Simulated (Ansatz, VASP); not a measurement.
One calculation of C, two programs

```
C
1.0
     0.00000    1.78581    1.78581
     1.78581    0.00000    1.78581
     1.78581    1.78581    0.00000
C
2
Cartesian
  1.7858 1.7858 1.7858
  2.6787 2.6787 2.6787
```

Alike in both runs: functional PBE; k mesh 12 × 12 × 12; occupations gaussian, width 0.02 eV; no spin polarisation.

Ansatz relaxed the structure, and its values are those at the end. VASP's run is a single point on that final structure, the one shown.

|  | VASP | Ansatz |
| --- | --- | --- |
| version | VASP 6.6.1 | Ansatz 0.2.0 |
| potentials or method | VASP PAW PBE potentials, release 64 (C), cutoff 600 eV | scalar-relativistic, plane waves, PAW |
| valence electrons in the cell | 8 | 8 |

Ansatz gave:

| Item | Value |
| --- | --- |
| gap on the k mesh at the Fermi level (eV) | 4.15 |
| least direct gap on the mesh (eV) | 5.58 |
| pressure (GPa) | 0.0 |

**Question.** What did VASP give for the same quantities?

**Answer.** gap on the k mesh at the Fermi level (eV): 4.14; least direct gap on the mesh (eV): 5.58; pressure (GPa): 0.0.
